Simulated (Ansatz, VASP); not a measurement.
# One calculation of KBr, two programs

```
K Br
1.0
     0.00000    3.30442    3.30442
     3.30442    0.00000    3.30442
     3.30442    3.30442    0.00000
K Br
1 1
Direct
  0.00000 0.00000 0.00000
  0.50000 0.50000 0.50000
```

Alike in both runs: functional r2SCAN; k mesh 6 × 6 × 6; occupations gaussian, width 0.02 eV; no spin polarisation.

Ansatz relaxed the structure, and its values are those at the end. VASP's run is a single point on that final structure, the one shown.

|  | VASP | Ansatz |
| --- | --- | --- |
| version | VASP 6.6.1 | Ansatz 0.2.0 |
| potentials or method | VASP PAW PBE potentials, release 64 (K_sv, Br), cutoff 520 eV | scalar-relativistic, plane waves, PAW |
| valence electrons in the cell | 16 | 16 |

```tsv
	VASP	Ansatz	Ansatz less VASP
gap on the k mesh at the Fermi level (eV)	5.07	5.07	-0.002
least direct gap on the mesh (eV)	5.07	5.07	-0.002
pressure (GPa)	0.0	0.0	0.00
```

VASP's potentials were made for PBE, not for r2SCAN.
